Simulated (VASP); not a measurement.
Set up this calculation in VASP 6.6.1, as the native input.

| Item | Value |
| --- | --- |
| Task | single point |
| Functional | PBE |
| Potentials or basis | VASP PAW PBE potentials, release 64 (Al, B, P) |
| Cutoff | 520 eV |
| k mesh | 2 × 3 × 3 |
| Occupations | gaussian, width 0.1 eV |
| Spin | no spin polarisation |
| Dipole correction | no |
| Further INCAR settings | ALGO = Normal; EDIFF = 1e-06; NBANDS = 36 |

The structure of AlB2P3 lies in POSCAR:

```
AlB2P3
1.0
    0.0000000000      0.0000000000      5.7284800935
    5.9485348948      0.0000000000      0.0000000000
   -2.9742674474      5.1515823342      0.0000000000
Al B P
2 4 6
Direct
    0.0040678439      0.6666666667      0.3333333333
    0.0040678439      0.3333333333      0.6666666667
    0.9941883190      1.0000000000      0.0000000000
    0.5030938418      0.3221958832      0.0000000000
    0.5030938418      0.0000000000      0.3221958832
    0.5030938418      0.6778041168      0.6778041168
    0.3608014609      1.0000000000      1.0000000000
    0.4108531174      0.6666666667      0.3333333333
    0.4108531174      0.3333333333      0.6666666667
    0.8519622774      0.2951482230      0.0000000000
    0.8519622774      1.0000000000      0.2951482230
    0.8519622774      0.7048517770      0.7048517770
```

One way to write it, as run:

INCAR

```
PREC = Accurate
ENCUT = 520
EDIFF = 1E-6
ISMEAR = 0
SIGMA = 0.1
LREAL = False
LASPH = True
NELM = 60
ALGO = Normal
ISIF = 2
LWAVE = False
LCHARG = True
GGA = PE
LELF = True
LVHAR = True
NBANDS = 36
```

KPOINTS

```
regular mesh
0
Gamma
  2 3 3
```

Potentials or basis: VASP PAW PBE potentials, release 64 (Al, B, P).

Run with:

```bash
$ cat potpaw_PBE.64/Al/POTCAR potpaw_PBE.64/B/POTCAR potpaw_PBE.64/P/POTCAR > POTCAR
$ mpirun -np 1 vasp_std > vasp.out
```

It gave:

```yaml
Pressure: -0.1 GPa
Largest_force: 0.055 eV/Å
Band_gap_on_the_k_mesh: 1.06 eV, indirect (least direct gap 1.10 eV)
```

Caveat: the k points lie up to 0.55 Å⁻¹ apart.

Run time: 55 s on 1 thread of Intel(R) Xeon(R) Platinum 8259CL CPU @ 2.50GHz (Skylake/Cascade Lake), with other jobs on the host, peak memory 0.32 GiB.
